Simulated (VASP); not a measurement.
Nd4S:

```
CELL_PARAMETERS angstrom
-3.20548 3.20548 3.20548
3.20548 -3.20548 3.20548
3.20548 3.20548 -3.20548
ATOMIC_POSITIONS crystal
Nd 0.50000 0.50000 0.50000
Nd 0.50000 0.00000 0.00000
Nd 0.00000 0.00000 0.50000
Nd 0.00000 0.50000 0.00000
S 0.00000 0.00000 0.00000
```

The cell was generated, and may not be a known phase.

| Quantity | Value |
| --- | --- |
| Program | VASP 6.6.1 |
| Task | relaxation of cell and atoms |
| Functional | PBE |
| Potentials or basis | VASP PAW PBE potentials, release 64 (Nd_3, S), 4f in core |
| Cutoff | 500 eV |
| k mesh | 4 × 4 × 4 |
| Occupations | gaussian, width 0.1 eV |
| Spin | no spin polarisation |

At the start: pressure 11.6 GPa; volume 26.35 Å³/atom.

Q: Where does the relaxation end?

A: Over 3 steps the energy falls by 158.9 meV/atom and the volume is 31.45 Å³/atom (+19.3 %); space group Im-3m (No. 229, to 0.1 Å) before and after.

Step by step:
```
step  energy change (eV)  largest force (eV/Å)  pressure (GPa)  volume (Å³)
   1              0.0000                0.0000           11.56       131.75
   2             -0.6432                0.0000           -3.21       171.41
   3             -0.7946                0.0000            0.05       157.24
```

Final structure:
```cif
data_structure
_symmetry_space_group_name_H-M 'P 1'
_symmetry_Int_Tables_number 1
_cell_length_a 5.8892
_cell_length_b 5.8892
_cell_length_c 5.8892
_cell_angle_alpha 109.471
_cell_angle_beta 109.471
_cell_angle_gamma 109.471
_cell_volume 157.24
loop_
_atom_site_label
_atom_site_type_symbol
_atom_site_fract_x
_atom_site_fract_y
_atom_site_fract_z
_atom_site_occupancy
Nd1 Nd 0.50000 0.50000 0.50000 1
Nd2 Nd 0.50000 0.00000 0.00000 1
Nd3 Nd 0.00000 0.00000 0.50000 1
Nd4 Nd 0.00000 0.50000 0.00000 1
S1 S 0.00000 0.00000 0.00000 1
```

Caveat: the volume moved by over 15 % at a fixed basis, so the end points are rough; the run has no spin polarisation, though such a crystal can be magnetic.
